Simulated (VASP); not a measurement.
Input of a VASP 6.6.1 run:

INCAR

```
  PREC = Accurate
  ENCUT = 520
  EDIFF = 1E-6
  ISMEAR = 0
  SIGMA = 0.15
  LREAL = F
  LASPH = T
  NELM = 80
  ALGO = Fast
  ISIF = 2
  LWAVE = F
  LCHARG = F
  GGA = CA
  NBANDS = 33
```

The input KPOINTS:

```
regular mesh
0
Gamma
  10 10 10
```

Contents of POSCAR:

```
In3Cu
1.0
    4.4439952004     -0.0394543561     -0.0394543561
   -0.0394543561      4.4439952004     -0.0394543561
   -0.0394543561     -0.0394543561      4.4439952004
In Cu
3 1
Direct
    0.0000000000      0.5000000000      0.5000000000
    0.5000000000      0.0000000000      0.5000000000
    0.5000000000      0.5000000000      0.0000000000
    0.0000000000      0.0000000000      0.0000000000
```

Potentials or basis: VASP PAW LDA potentials, release 64 (In_d, Cu).

Launch:

```console
$ cat potpaw_LDA.64/In_d/POTCAR potpaw_LDA.64/Cu/POTCAR > POTCAR
$ mpirun -np 1 vasp_std > vasp.out
```

Problem. Estimate the band gap on the k mesh.

Solution. Zero (bands 25 and 26 overlap by 4.21 eV).

Problem. Estimate the pressure.

Solution. -4.0 GPa.

Caveat: the cell stands under tension; spin-orbit coupling is left out, which moves the levels of the heavy elements.
